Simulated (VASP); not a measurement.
**CrAuI2: relaxation of cell and atoms with r2SCAN**

CrAuI2:

```
Cr I Au
1.0
     3.98964    0.00000    0.00000
    -1.99482    3.45513    0.00000
     0.00000   -2.30342    8.24659
Cr I Au
1 2 1
Cartesian
  1.9948 -1.1517 4.1233
  0.0000 0.0000 2.7684
  1.9948 1.1517 5.4782
  0.0000 0.0000 0.0000
```

* Program: VASP 6.6.1
* Task: relaxation of cell and atoms
* Functional: r2SCAN
* Potentials or basis: VASP PAW PBE potentials, release 64 (Cr_pv, I, Au)
* Cutoff: 600 eV
* k mesh: 5 × 5 × 5
* Occupations: fermi-dirac, width 0.1 eV
* Spin: no spin polarisation
* Dipole correction: no
* Further INCAR settings: ALGO = Normal; EDIFF = 1e-06; IBRION = 2; EDIFFG = -0.01; NSW = 60; ISIF = 3

| Property | Result |
| --- | --- |
| Relaxed volume | 27.36 Å³/atom |
| Relaxed cell | a = 3.909 Å, b = 3.909 Å, c = 8.573 Å, α = 103.18°, β = 90.00°, γ = 120.00° |
| Space group after relaxing (to 0.1 Å) | R-3m (No. 166) |
| Energy gained by relaxing | 28.2 meV/atom |
| Ionic steps | 7 |
| Pressure after relaxing | 0.0 GPa |
| Largest force after relaxing | 0.009 eV/Å |
| Band gap on the k mesh | zero (an odd number of electrons rules out a gap without spin polarisation) |

Forces on the atoms (eV/Å):
```
Cr   0.000  0.000  0.000
I    0.000  0.000  0.009
I    0.000  0.000 -0.009
Au   0.000  0.000  0.000
```

Step by step:
```tsv
step	energy change (eV)	largest force (eV/Å)	pressure (GPa)	volume (Å³)
1	0.0000	1.0033	-0.61	113.68
2	-0.0793	0.4963	-0.23	111.90
3	-0.0954	0.0643	0.30	110.65
4	-0.0956	0.1054	0.22	110.76
5	-0.1073	0.0339	-0.33	111.17
6	-0.1087	0.0069	-0.62	111.38
7	-0.1128	0.0091	0.00	109.45
```

Final structure:
```
Cr I Au
1.0
     3.90905    0.00000    0.00000
    -1.95452    3.38534    0.00000
     0.00000   -2.25689    8.27047
Cr I Au
1 2 1
Cartesian
  1.9545 -1.1284 4.1352
  0.0000 0.0000 2.6686
  1.9545 1.1284 5.6019
  0.0000 0.0000 0.0000
```

Levels at points of the mesh, in eV from the Fermi level:
| k point | band 16 | band 17 | band 18 | band 19 | band 20 | band 21 | band 22 |
| --- | --- | --- | --- | --- | --- | --- | --- |
| (0.00, 0.00, 0.00) | -2.73 | -1.73 | -0.54 | -0.54 | 0.68 | 1.88 | 1.88 |

Wall time 37 min on 1 thread of Intel Xeon 8259CL, on a shared host, peak memory 0.34 GiB.

Caveat: the k points lie up to 0.37 Å⁻¹ apart in the final cell, too coarse for converged energies and pressures of a metal; the PAW data sets were made with another functional, which shifts forces and pressure a little; spin-orbit coupling is left out, which moves the levels of the heavy elements; an odd number of electrons without spin polarisation forces a metal; a magnetic or distorted state may lie lower; the run has no spin polarisation, though such a crystal can be magnetic; semilocal functionals often make such compounds metallic where correlation or magnetic order opens a gap, which also shifts bond lengths. Spin polarisation is off, so any magnetic state and its effect on volume and gap are missing.
